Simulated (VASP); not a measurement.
# C (P6_3/mmc) in VASP: a series of runs

The runs below take C through single point, with PBEsol+D3(BJ).

Program: VASP 6.6.1. These are calculated values, not measurements. Logs are shortened: lines on timing, memory, paths and dates and some standing lists are left out, and cuts for length are marked.

## Step 1: The cell of the first run

It takes space group P6_3/mmc (No. 194, hexagonal). The conventional cell has a = 2.516 Å, b = 2.516 Å, c = 6.734 Å, α = 90.00°, β = 90.00°, γ = 120.00°. C (site symmetry -6m2) has 3 C at 1.45 Å within 1.9 Å. C (site symmetry -6m2) has 3 C at 1.45 Å within 1.9 Å.

## Step 2: Single point, PBEsol+D3(BJ) (9.23 Å³/atom)

INCAR reads:

```
SYSTEM = C
PREC = Accurate
ENCUT = 520
EDIFF = 1E-6
ISMEAR = 0
SIGMA = 0.15
LREAL = .False.
LASPH = .True.
NELM = 100
ALGO = Normal
ISIF = 2
LWAVE = .False.
LCHARG = .True.
GGA = PS
IVDW = 12
LELF = .True.
LVHAR = .True.
NBANDS = 16
```

KPOINTS reads:

```
Automatic mesh
0
Gamma
  21 21 8
  0 0 0
```

POSCAR reads:

```
C
1.0
    2.5156362965      0.0000000000      0.0000000000
   -1.2578181483      2.1786049395      0.0000000000
    0.0000000000      0.0000000000      6.7343266128
C
4
Direct
    0.0000000000      0.0000000000      0.0025000000
    0.0000000000      0.0000000000      0.5025000000
    0.3333333333      0.6666666667      0.0025000000
    0.6666666667      0.3333333333      0.5025000000
```

Potentials or basis: VASP PAW PBE potentials, release 64 (C).

On the command line:

```bash
cat potpaw_PBE.64/C/POTCAR > POTCAR
mpirun -np 1 vasp_std > vasp.out
```

OUTCAR:

```text
SYSTEM = C
   PREC = Accurate
   ENCUT = 520
   EDIFF = 1E-6
   ISMEAR = 0
   LREAL = .False.
   LASPH = .True.
   NELM = 100
   ISIF = 2
   GGA = PS
   IVDW = 12
 IVDW          = 12

 ion  position               nearest neighbor table
   1  0.000  0.000  0.002-   3 1.45   3 1.45   3 1.45
   2  0.000  0.000  0.502-   4 1.45   4 1.45   4 1.45
   3  0.333  0.667  0.002-   1 1.45   1 1.45   1 1.45
   4  0.667  0.333  0.502-   2 1.45   2 1.45   2 1.45

  LATTYP: Found a hexagonal cell.
 ALAT       =     2.5156362965
 C/A-ratio  =     2.6769873778

  Lattice vectors:

 A1 = (   2.5156362965,   0.0000000000,   0.0000000000)
 A2 = (  -1.2578181483,   2.1786049395,   0.0000000000)
 A3 = (   0.0000000000,   0.0000000000,   6.7343266128)

Analysis of symmetry for initial positions (statically):
=====================================================================
 Subroutine PRICEL returns:
 Original cell was already a primitive cell.

 Routine SETGRP: Setting up the symmetry group for a
 hexagonal supercell.

 Subroutine GETGRP returns: Found 24 space group operations
 (whereof  6 operations were pure point group operations)
 out of a pool of 24 trial point group operations.

The static configuration has the point symmetry C_3v.
 The point group associated with its full space group is D_6h.

Analysis of symmetry for dynamics (positions and initial velocities):
=====================================================================
 Subroutine PRICEL returns:
 Original cell was already a primitive cell.

 Routine SETGRP: Setting up the symmetry group for a
 hexagonal supercell.

 Subroutine GETGRP returns: Found 24 space group operations
 (whereof  6 operations were pure point group operations)
 out of a pool of 24 trial point group operations.

The dynamic configuration has the point symmetry C_3v.
 The point group associated with its full space group is D_6h.

 Subroutine INISYM returns: Found 24 space group operations
 (whereof  6 operations are pure point group operations),
 and found     1 'primitive' translations

----------------------------------------------------------------------------------------

                                     Primitive cell

  volume of cell :      36.9080

  direct lattice vectors                    reciprocal lattice vectors
     2.515636296  0.000000000  0.000000000     0.397513743  0.229504666  0.000000000
    -1.257818148  2.178604940  0.000000000     0.000000000  0.459009333  0.000000000
     0.000000000  0.000000000  6.734326613     0.000000000  0.000000000  0.148492946

[... 92 lines left out ...]
   NFREE  =      0    steps in history (QN), initial steepest desc. (CG)
   ISIF   =      2    stress and relaxation
   ISYM   =      2    0-nonsym 1-usesym 2-fastsym
   POTIM  = 0.5000    time-step for ionic-motion
   TEBEG  =    0.0;   TEEND  =   0.0 temperature during run
   PSTRESS=    0.0 pullay stress
   NELECT =      16.0000    total number of electrons
   NUPDOWN=      -1.0000    fix difference up-down
   EMIN   =  10.00;   EMAX   =-10.00  energy-range for DOS
   EFERMI =   0.00;   METHOD = LEGACY
   ISMEAR =     0;   SIGMA  =   0.15  broadening in eV -4-tet -1-fermi 0-gaus
   EFERMI_NEDOS =   21; number of points for ismear=-14 and -15
   IALGO  =     38    algorithm
   IMIX   =      4    mixing-type and parameters
     AMIX     =   0.40;   BMIX     =  1.00
     AMIX_MAG =   1.60;   BMIX_MAG =  1.00
  volume/ion in A,a.u.               =       9.23        62.27
  Fermi-wavevector in a.u.,A,eV,Ry     =   1.239010  2.341389 20.886911  1.535145
  Thomas-Fermi vector in A             =   2.373511
   LORBIT       =      0    0 simple, 1 ext, 2 COOP (PROOUT), +10 PAW based schemes
   GGA     = PS    functional components
   LHFCALC =     F    Hartree Fock is set to
   AEXX    =    0.0000 exact exchange contribution
   IVDW    =    12    specifies the selected vdW correction
   LEPSILON=     F    determine dielectric tensor
   LRPA    =     F    only Hartree local field effects (RPA)
 non-spin polarized calculation
 Gauss-broadening in eV      SIGMA  =   0.15
  energy-cutoff  :      520.00
  volume of cell :       36.91
 maximum number of plane-waves:      1011
 NGX is ok and might be reduce to    20
   NGX =  9   NGY =  9   NGZ = 25

 number of electron      16.0000000 magnetization

 Free energy of the ion-electron system (eV)
  ---------------------------------------------------
  ext. energy  EPLUGINS =         0.00000000
  ---------------------------------------------------
  free energy    TOTEN  =       -38.44238923 eV

  energy without entropy =      -38.44152150  energy(sigma->0) =      -38.44195536

 E-fermi :   4.1997     XC(G=0): -10.4003

 val. band max:        4.1954947766   @ k =   0.3333   0.3333   0.5000
 cond. band min:       4.2000962047   @ k =   0.3333   0.3333   0.2500
 fundamental gap:      0.0046014281
 Fermi energy:         4.1996869446

 k-point     1 :       0.0000    0.0000    0.0000
  band No.  band energies     occupation
      1     -14.9266      2.00000
      2     -14.6166      2.00000
      3      -3.9703      2.00000
      4      -1.9436      2.00000
      5       1.2067      2.00000
      6       1.2067      2.00000
[... 433 lines left out ...]
      3      -2.8561      2.00000
      4      -2.7711      2.00000
      5      -2.2367      2.00000
      6      -1.1696      2.00000
[... 8 lines left out ...]
     15      15.5721      0.00000
     16      15.7637      0.00000

 [... further k-points ...]

------------------------ aborting loop because EDIFF is reached ----------------------------------------

 Edisp (eV)   -0.43251

 E8    (eV) :    -0.2102

  FORCE on cell =-STRESS in cart. coord.  units (eV):
  Direction    XX          YY          ZZ          XY          YZ          ZX
  --------------------------------------------------------------------------------------
  -------------------------------------------------------------------------------------
  Total      -6.03678    -6.03678    -0.15727     0.00000     0.00000     0.00000
  in kB    -262.05670  -262.05670    -6.82694     0.00000     0.00000     0.00000
  external pressure =     -176.98 kB  Pullay stress =        0.00 kB

 VOLUME and BASIS-vectors are now :
 -----------------------------------------------------------------------------
  energy-cutoff  :      520.00
  volume of cell :       36.91
      direct lattice vectors                 reciprocal lattice vectors
     2.515636296  0.000000000  0.000000000     0.397513743  0.229504666  0.000000000
    -1.257818148  2.178604940  0.000000000     0.000000000  0.459009333  0.000000000
     0.000000000  0.000000000  6.734326613     0.000000000  0.000000000  0.148492946

 POSITION                                       TOTAL-FORCE (eV/Angst)
 -----------------------------------------------------------------------------------
      0.00000      0.00000      0.01684         0.000000     -0.000000     -0.000000
      0.00000      0.00000      3.38400        -0.000000      0.000000      0.000000
     -0.00000      1.45240      0.01684         0.000000      0.000000      0.000000
      1.25782      0.72620      3.38400         0.000000     -0.000000      0.000000
 -----------------------------------------------------------------------------------
    total drift:                                0.000000      0.000000     -0.000010

  FREE ENERGIE OF THE ION-ELECTRON SYSTEM (eV)
  ---------------------------------------------------
  free  energy   TOTEN  =       -38.8749002574 eV

  energy  without entropy=      -38.8740325235  energy(sigma->0) =      -38.87446639
```

OSZICAR:

```text
N       E                     dE             d eps       ncg     rms          rms(c)
DAV:   1     0.283529570737E+02    0.28353E+02   -0.78315E+03  7688   0.926E+02
DAV:   2    -0.376322230468E+02   -0.65985E+02   -0.60081E+02 10920   0.181E+02
DAV:   3    -0.403246612702E+02   -0.26924E+01   -0.26800E+01  9968   0.336E+01
DAV:   4    -0.403485587782E+02   -0.23898E-01   -0.23878E-01  9744   0.376E+00
DAV:   5    -0.403489557920E+02   -0.39701E-03   -0.39699E-03  9720   0.462E-01    0.830E+00
DAV:   6    -0.389006914566E+02    0.14483E+01   -0.96030E-01  9280   0.610E+00    0.481E+00
DAV:   7    -0.384391608760E+02    0.46153E+00   -0.11717E+00  9576   0.685E+00    0.117E+00
DAV:   8    -0.384430628594E+02   -0.39020E-02   -0.57913E-02  9272   0.142E+00    0.208E-01
DAV:   9    -0.384422678858E+02    0.79497E-03   -0.14550E-03  9808   0.260E-01    0.726E-02
DAV:  10    -0.384423957290E+02   -0.12784E-03   -0.35807E-04  8728   0.118E-01    0.526E-02
DAV:  11    -0.384423888084E+02    0.69206E-05   -0.30393E-05  9856   0.372E-02    0.411E-03
DAV:  12    -0.384423892311E+02   -0.42272E-06   -0.11393E-06  8680   0.694E-03
   1 F= -.38874900E+02 E0= -.38874466E+02  d E =-.867734E-03
```

stdout:

```text
POSCAR found type information on POSCAR C
 POSCAR found :  1 types and       4 ions
 scaLAPACK will be used
 -----------------------------------------------------------------------------
|                                                                             |
|                                                                             |
|     You enforced a specific xc type in the INCAR file but a different       |
|     I HOPE YOU KNOW WHAT YOU ARE DOING!                                     |
|                                                                             |
 -----------------------------------------------------------------------------

 LDA part: xc-table for (Slater+PW92), standard interpolation
 POSCAR, INCAR and KPOINTS ok, starting setup
 FFT: planning ... GRIDC
 FFT: planning ... GRID_SOFT
 FFT: planning ... GRID
 WAVECAR not read
 entering main loop
```

Run time: 2.7 min. Hardware: 1 thread of Intel Xeon 8259CL, shared host; peak memory 0.23 GiB.

What came out:

* Free energy: -38.8749 eV
* Pressure: -17.7 GPa
* Band gap on the k mesh: zero (bands 8 and 9 overlap by 0.03 eV)
* Dispersion energy per atom: -0.108 eV

Stress tensor (GPa, compression positive):
```
-26.21   0.00   0.00
  0.00 -26.21   0.00
  0.00   0.00  -0.68
```

Levels at points of the mesh, in eV from the Fermi level:
```csv
k point,band 6,band 7,band 8,band 9,band 10,band 11
"(0.00, 0.00, 0.00)",-2.99,-2.97,-2.97,4.26,7.91,7.91
"(0.00, 0.00, 0.50)",-2.98,-2.98,-2.98,6.90,6.90,7.94
```

Caveat: the cell stands under tension; the PAW data sets were made with another functional, which shifts forces and pressure a little.

## Step 3: Single point, PBEsol+D3(BJ) (9.23 Å³/atom)

INCAR reads:

```
SYSTEM = C
  PREC = Accurate
  ENCUT = 520
  EDIFF = 1E-7
  ISMEAR = 0
  SIGMA = 0.15
  LREAL = .False.
  LASPH = .True.
  NELM = 60
  ALGO = Normal
  ISIF = 2
  LWAVE = .False.
  LCHARG = .True.
  GGA = PS
  IVDW = 12
  LELF = .True.
  LVHAR = .True.
  NBANDS = 16
```

KPOINTS reads:

```
regular mesh
0
Gamma
  21 21 8
  0 0 0
```

POSCAR reads:

```
C
1.0
    2.5564196601      0.0000000000      0.0000000000
   -1.2782098301      2.2139243683      0.0000000000
    0.0000000000      0.0000000000      6.5211709108
C
4
Direct
    0.0000000000      0.0000000000      0.0025000000
    0.0000000000      0.0000000000      0.5025000000
    0.3333333333      0.6666666667      0.0025000000
    0.6666666667      0.3333333333      0.5025000000
```

Potentials or basis: VASP PAW PBE potentials, release 64 (C).

On the command line:

```bash
cat potpaw_PBE.64/C/POTCAR > POTCAR
mpirun -np 1 vasp_std > vasp.out
```

Wall time 2.6 min (1 thread of Intel Xeon 8259CL, shared host); peak memory 0.24 GiB.

The run converged. Its results:

| Property | Result |
| --- | --- |
| Free energy | -38.6177 eV |
| Pressure | -28.7 GPa |
| Band gap on the k mesh | zero (bands 8 and 9 overlap by 0.05 eV) |
| Dispersion energy per atom | -0.109 eV |

Stress tensor (GPa, compression positive):
```
-43.30   0.00   0.00
  0.00 -43.30   0.00
  0.00   0.00   0.47
```

Levels at points of the mesh, in eV from the Fermi level:
```tsv
k point	band 5	band 6	band 7	band 8	band 9	band 10	band 11	band 12
(0.00, 0.00, 0.00)	-2.99	-2.99	-2.96	-2.96	4.74	7.62	7.62	7.69
(0.00, 0.00, 0.50)	-2.98	-2.98	-2.98	-2.98	7.64	7.64	7.65	7.65
```

Caveat: the cell stands under tension; the PAW data sets were made with another functional, which shifts forces and pressure a little.

## Step 4: Single point, PBEsol+D3(BJ) (9.23 Å³/atom)

INCAR reads:

```
SYSTEM = C
PREC     = Accurate       ! precision mode
ENCUT    = 520            ! plane-wave cutoff, eV
EDIFF    = 1E-6           ! SCF threshold, eV
ISMEAR   = 0              ! smearing method
SIGMA    = 0.15           ! smearing width, eV
LREAL    = .False.        ! projectors in reciprocal space
LASPH    = .True.         ! aspherical terms in the spheres
NELM     = 100            ! most SCF steps
ALGO     = Normal         ! electronic algorithm
ISIF     = 2              ! what is computed and relaxed
LWAVE    = .False.        ! write WAVECAR
LCHARG   = .False.        ! write CHGCAR
GGA      = PS             ! functional
IVDW     = 12             ! dispersion correction
NBANDS   = 16             ! bands
```

KPOINTS reads:

```
Automatic mesh
0
Gamma
  21 21 8
  0 0 0
```

POSCAR reads:

```
C
1.0
    2.5978468870      0.0000000000      0.0000000000
   -1.2989234435      2.2498013993      0.0000000000
    0.0000000000      0.0000000000      6.3148462129
C
4
Direct
    0.0000000000      0.0000000000      0.0025000000
    0.0000000000      0.0000000000      0.5025000000
    0.3333333333      0.6666666667      0.0025000000
    0.6666666667      0.3333333333      0.5025000000
```

Potentials or basis: VASP PAW PBE potentials, release 64 (C).

On the command line:

```bash
cat potpaw_PBE.64/C/POTCAR > POTCAR
mpirun -np 1 vasp_std > vasp.out
```

OUTCAR:

```text
SYSTEM = C
   PREC = Accurate
   ENCUT = 520
   EDIFF = 1E-6
   ISMEAR = 0
   LREAL = .False.
   LASPH = .True.
   NELM = 100
   ISIF = 2
   GGA = PS
   IVDW = 12
 IVDW          = 12

 ion  position               nearest neighbor table
   1  0.000  0.000  0.002-   3 1.50   3 1.50   3 1.50
   2  0.000  0.000  0.502-   4 1.50   4 1.50   4 1.50
   3  0.333  0.667  0.002-   1 1.50   1 1.50   1 1.50
   4  0.667  0.333  0.502-   2 1.50   2 1.50   2 1.50

  LATTYP: Found a hexagonal cell.
[... 658 lines left out ...]

 E8    (eV) :    -0.2143

  FORCE on cell =-STRESS in cart. coord.  units (eV):
  Direction    XX          YY          ZZ          XY          YZ          ZX
  --------------------------------------------------------------------------------------
  -------------------------------------------------------------------------------------
  Total     -13.57196   -13.57196     0.46479    -0.00000    -0.00000     0.00000
  in kB    -589.15933  -589.15933    20.17643    -0.00000    -0.00000     0.00000
  external pressure =     -386.05 kB  Pullay stress =        0.00 kB

 VOLUME and BASIS-vectors are now :
 -----------------------------------------------------------------------------
  energy-cutoff  :      520.00
  volume of cell :       36.91
      direct lattice vectors                 reciprocal lattice vectors
     2.597846887  0.000000000  0.000000000     0.384934156  0.222241839  0.000000000
    -1.298923444  2.249801399  0.000000000     0.000000000  0.444483678  0.000000000
     0.000000000  0.000000000  6.314846213     0.000000000  0.000000000  0.158356984

 POSITION                                       TOTAL-FORCE (eV/Angst)
 -----------------------------------------------------------------------------------
      0.00000      0.00000      0.01579        -0.000000      0.000000      0.000000
      0.00000      0.00000      3.17321         0.000000      0.000000      0.000000
     -0.00000      1.49987      0.01579         0.000000     -0.000000     -0.000000
      1.29892      0.74993      3.17321        -0.000000     -0.000000      0.000000
 -----------------------------------------------------------------------------------
    total drift:                                0.000000      0.000000     -0.000017

  FREE ENERGIE OF THE ION-ELECTRON SYSTEM (eV)
  ---------------------------------------------------
  free  energy   TOTEN  =       -38.2296365253 eV

  energy  without entropy=      -38.2287610501  energy(sigma->0) =      -38.22919879
```

OSZICAR:

```text
N       E                     dE             d eps       ncg     rms          rms(c)
DAV:   1     0.251959836488E+02    0.25196E+02   -0.78033E+03  7680   0.930E+02
DAV:   2    -0.365155894884E+02   -0.61712E+02   -0.56228E+02 10896   0.173E+02
DAV:   3    -0.390895229559E+02   -0.25739E+01   -0.25623E+01  9976   0.328E+01
DAV:   4    -0.391114184405E+02   -0.21895E-01   -0.21872E-01  9800   0.359E+00
DAV:   5    -0.391117784549E+02   -0.36001E-03   -0.35996E-03  9776   0.441E-01    0.729E+00
DAV:   6    -0.381112321803E+02    0.10005E+01   -0.69202E-01  9592   0.496E+00    0.423E+00
DAV:   7    -0.377873629440E+02    0.32387E+00   -0.81597E-01  9880   0.556E+00    0.921E-01
DAV:   8    -0.377886264074E+02   -0.12635E-02   -0.38151E-02  9320   0.112E+00    0.810E-02
DAV:   9    -0.377885779513E+02    0.48456E-04   -0.51556E-04  9904   0.158E-01    0.554E-02
DAV:  10    -0.377886475808E+02   -0.69629E-04   -0.15095E-04  9344   0.776E-02    0.363E-02
DAV:  11    -0.377886415623E+02    0.60185E-05   -0.29398E-05  9912   0.354E-02    0.293E-03
DAV:  12    -0.377886416227E+02   -0.60340E-07   -0.11176E-06  8576   0.674E-03
   1 F= -.38229637E+02 E0= -.38229199E+02  d E =-.875475E-03
```

Run time: 2.3 min. Hardware: 1 thread of Intel Xeon 8259CL, shared host; peak memory 0.23 GiB.

What came out:

```yaml
Free_energy: -38.2296 eV
Pressure: -38.6 GPa
Band_gap_on_the_k_mesh: zero (bands 8 and 9 overlap by 0.07 eV)
Dispersion_energy_per_atom: -0.110 eV
```

Stress tensor (GPa, compression positive):
```
-58.92   0.00   0.00
  0.00 -58.92   0.00
  0.00   0.00   2.02
```

Caveat: the cell stands under tension; the PAW data sets were made with another functional, which shifts forces and pressure a little.

## Step 5: Single point, PBEsol+D3(BJ) (9.23 Å³/atom)

INCAR reads:

```
ALGO = Normal
EDIFF = 1E-7
ENCUT = 520
GGA = PS
ISIF = 2
ISMEAR = 0
IVDW = 12
LASPH = T
LCHARG = F
LREAL = F
LWAVE = F
NBANDS = 16
NELM = 100
PREC = Accurate
SIGMA = 0.15
```

KPOINTS reads:

```
k-points
0
Gamma
  21 21 8
```

POSCAR reads:

```
C
1.0
    2.4360295743      0.0000000000      0.0000000000
   -1.2180147872      2.1096634957      0.0000000000
    0.0000000000      0.0000000000      7.1816587880
C
4
Direct
    0.0000000000      0.0000000000      0.0025000000
    0.0000000000      0.0000000000      0.5025000000
    0.3333333333      0.6666666667      0.0025000000
    0.6666666667      0.3333333333      0.5025000000
```

On the command line:

```bash
cat potpaw_PBE.64/C/POTCAR > POTCAR
mpirun -np 1 vasp_std > vasp.out
```

Run time: 2.9 min. Hardware: 1 thread of Intel Xeon 8259CL, shared host; peak memory 0.23 GiB.

It converged, with:

```
Free energy                : -38.9614 eV
Pressure                   : 7.9 GPa
Band gap on the k mesh     : zero (bands 8 and 9 overlap by 0.01 eV)
Dispersion energy per atom : -0.103 eV
```

Stress tensor (GPa, compression positive):
```
12.81  0.00  0.00
 0.00 12.81  0.00
 0.00  0.00 -1.91
```

Levels at points of the mesh, in eV from the Fermi level:
```
           k point  band 4  band 5  band 6  band 7  band 8  band 9  band 10  band 11  band 12  band 13
(0.00, 0.00, 0.00)   -7.16   -2.97   -2.97   -2.96   -2.96    3.46     8.53     8.53     8.56     8.56
(0.00, 0.00, 0.50)   -7.91   -2.97   -2.97   -2.97   -2.97    5.62     5.62     8.55     8.55     8.55
```

Caveat: the cell stands under pressure; the PAW data sets were made with another functional, which shifts forces and pressure a little.

(Continued in part 2 of 2.)
